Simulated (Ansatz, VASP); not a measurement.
# One calculation of AlP, two programs

```
Al P
1.0
     0.00000    2.75350    2.75350
     2.75350    0.00000    2.75350
     2.75350    2.75350    0.00000
Al P
1 1
Cartesian
  0.0000 0.0000 0.0000
  1.3768 1.3768 1.3768
```

Alike in both runs: functional PBE; k mesh 8 × 8 × 8; occupations gaussian, width 0.02 eV; no spin polarisation.

Ansatz relaxed the structure, and its values are those at the end. VASP's run is a single point on that final structure, the one shown.

|  | VASP | Ansatz |
| --- | --- | --- |
| version | VASP 6.6.1 | Ansatz 0.2.0 |
| potentials or method | VASP PAW PBE potentials, release 64 (Al, P), cutoff 500 eV | scalar-relativistic, plane waves, PAW |
| valence electrons in the cell | 8 | 8 |

VASP gave:

- gap on the k mesh at the Fermi level (eV): 1.63
- least direct gap on the mesh (eV): 3.09
- pressure (GPa): -0.1

**Question.** What did Ansatz give for the same quantities?

**Answer.** gap on the k mesh at the Fermi level (eV): 1.63; least direct gap on the mesh (eV): 3.09; pressure (GPa): 0.0.
